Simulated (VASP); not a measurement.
Set up this calculation in VASP 6.6.1, as the native input.

| Item | Value |
| --- | --- |
| Task | electric field gradients |
| Functional | LDA |
| Potentials or basis | VASP PAW LDA potentials, release 64 (Cs_sv, I) |
| Cutoff | 400 eV |
| k mesh | 7 × 7 × 7 |
| Occupations | fermi-dirac, width 0.01 eV |
| Spin | no spin polarisation |
| Dipole correction | no |
| Further INCAR settings | ALGO = Normal; EDIFF = 1e-08; NBANDS = 15 |

The structure of CsI lies in POSCAR:

```
CsI
1.0
    4.5969439278      0.0000000000      0.0000000000
    0.0000000000      4.5969439278      0.0000000000
    0.0000000000      0.0000000000      4.5969439278
Cs I
1 1
Direct
    0.0000000000      0.0000000000      0.0000000000
    0.5000000000      0.5000000000      0.5000000000
```

This cell differs from its parent crystal: volume scaled by 1.02.

One way to write it, as run:

INCAR

```
PREC     = Accurate       # precision mode
ENCUT    = 400            # plane-wave cutoff, eV
EDIFF    = 1E-8           # SCF threshold, eV
ISMEAR   = -1             # smearing method
SIGMA    = 0.01           # smearing width, eV
LREAL    = F              # projectors in reciprocal space
LASPH    = T              # aspherical terms in the spheres
NELM     = 120            # most SCF steps
ALGO     = Normal         # electronic algorithm
ISIF     = 2              # what is computed and relaxed
LWAVE    = F              # write WAVECAR
LCHARG   = F              # write CHGCAR
GGA      = CA             # functional
LEFG     = T            
NBANDS   = 15             # bands
GGA_COMPAT= F
```

KPOINTS

```
Automatic mesh
0
Gamma
  7 7 7
```

Potentials or basis: VASP PAW LDA potentials, release 64 (Cs_sv, I).

The run is started by

```bash
$ cat potpaw_LDA.64/Cs_sv/POTCAR potpaw_LDA.64/I/POTCAR > POTCAR
$ mpirun -np 1 vasp_std > vasp.out
```

Results of the run:

```
Pressure               : -1.5 GPa
Band gap on the k mesh : 3.50 eV, indirect (least direct gap 3.57 eV)
```

Caveat: without QUAD_EFG the Cq values of the log hold for a quadrupole moment of 1 mb, not for the nuclei; spin-orbit coupling is left out, which moves the levels of the heavy elements.

It took 14 s on 1 thread of AMD EPYC 7R43 64-Core Processor (Zen 3), with other jobs on the host, peak memory 0.12 GiB.
